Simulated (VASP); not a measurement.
TiClF:

```
Ti Cl F
1.0
     3.88167    0.00000    0.00000
     0.00000    3.88167    0.00000
     0.00000    0.00000    7.95813
Ti Cl F
2 2 2
Direct
  0.50000 0.00000 0.94737
  0.00000 0.50000 0.05263
  0.00000 0.50000 0.66746
  0.50000 0.00000 0.33254
  0.00000 0.50000 0.32606
  0.50000 0.00000 0.67394
```

The cell was generated, and may not be a known phase.

* Program: VASP 6.6.1
* Task: relaxation of cell and atoms
* Functional: PBE
* Potentials or basis: VASP PAW PBE potentials, release 64 (Ti_sv, Cl, F)
* Cutoff: 600 eV
* k mesh: 4 × 4 × 2
* Occupations: gaussian, width 0.1 eV
* Spin: collinear spin
* Starting moments: [1.0, 1.0, 0.0, 0.0, 0.0, 0.0] μB

At the start: pressure -9.5 GPa; volume 19.98 Å³/atom.

Where does the relaxation end?

Over 39 steps the energy falls by 1089.0 meV/atom and the volume is 21.82 Å³/atom (+9.2 %); space group P4/nmm (No. 129, to 0.1 Å) before and after; moment 1.06 μB per cell.

Step by step:
| step | energy change (eV) | largest force (eV/Å) | pressure (GPa) | volume (Å³) |
| --- | --- | --- | --- | --- |
| 1 | 0.0000 | 3.2875 | -9.51 | 119.91 |
| 2 | -1.6577 | 15.1563 | 31.27 | 98.80 |
| 3 | -1.8472 | 3.6052 | -7.62 | 113.72 |
| 4 | -3.4099 | 3.5458 | -3.63 | 109.22 |
| 5 | -4.1555 | 3.3013 | 6.71 | 104.04 |
| 6 | -4.1654 | 3.3612 | 4.81 | 104.75 |
| 7 | -5.5169 | 3.0607 | 8.37 | 108.72 |
| 8 | -5.5935 | 3.1007 | 11.18 | 109.97 |
| 9 | -5.9619 | 0.8851 | 7.52 | 115.02 |
| 10 | -5.9629 | 0.9840 | 7.40 | 115.33 |
| 11 | -6.1643 | 0.7171 | 3.13 | 117.51 |
| 12 | -6.1975 | 0.8094 | 0.57 | 119.09 |
| 13 | -6.1979 | 0.7560 | 0.79 | 118.95 |
| 14 | -6.2238 | 0.7646 | 0.83 | 119.46 |
| 15 | -6.2739 | 0.7561 | 1.12 | 121.01 |
| 16 | -6.2373 | 1.8717 | 2.19 | 124.14 |
| 17 | -6.2834 | 0.7494 | 1.41 | 121.95 |
| 18 | -6.3052 | 0.7669 | 0.96 | 122.77 |
| 19 | -6.3533 | 0.8237 | -0.30 | 125.26 |
| 20 | -6.3842 | 0.9372 | -2.30 | 130.30 |
| 21 | -6.4076 | 0.8181 | -2.08 | 130.97 |
| 22 | -6.4571 | 0.4455 | -1.36 | 133.01 |
| 23 | -6.4575 | 0.4745 | 0.32 | 137.14 |
| 24 | -6.4743 | 0.1917 | -0.52 | 135.09 |
| 25 | -6.4817 | 0.0752 | -0.66 | 135.11 |
| 26 | -6.4940 | 0.4001 | -1.04 | 135.17 |
| 27 | -6.5051 | 0.2994 | -0.73 | 134.46 |
| 28 | -6.5236 | 0.2280 | 0.26 | 132.32 |
| 29 | -6.5244 | 0.3409 | 0.58 | 131.69 |
| 30 | -6.5303 | 0.2497 | 0.43 | 131.23 |
| 31 | -6.5334 | 0.1296 | 0.26 | 130.57 |
| 32 | -6.5334 | 0.1245 | 0.25 | 130.54 |
| 33 | -6.5333 | 0.1154 | 0.23 | 130.49 |
| 34 | -6.5334 | 0.1210 | 0.25 | 130.52 |
| 35 | -6.5338 | 0.0658 | 0.15 | 130.73 |
| 36 | -6.5340 | 0.0678 | -0.05 | 131.03 |
| 37 | -6.5340 | 0.0485 | -0.04 | 130.94 |
| 38 | -6.5339 | 0.0450 | 0.07 | 130.81 |
| 39 | -6.5340 | 0.0360 | 0.03 | 130.90 |

Final structure:
```yaml
crystal:
  lattice:
    - [4.13473, 0.00000, 0.00000]
    - [0.00000, 4.13473, 0.00000]
    - [0.00000, 0.00000, 7.65659]
  atoms:
    - { symbol: Ti, position: [0.50000, 0.00000, 0.93379] }
    - { symbol: Ti, position: [0.00000, 0.50000, 0.06621] }
    - { symbol: Cl, position: [0.00000, 0.50000, 0.77398] }
    - { symbol: Cl, position: [0.50000, 0.00000, 0.22602] }
    - { symbol: F, position: [0.00000, 0.50000, 0.30138] }
    - { symbol: F, position: [0.50000, 0.00000, 0.69862] }
```

Caveat: the k points lie up to 0.41 Å⁻¹ apart in the final cell; a moment this small can come from the mesh or the smearing; this functional lacks dispersion, which binds layers or chains, so the pressure and a relaxed spacing across them are unreliable.
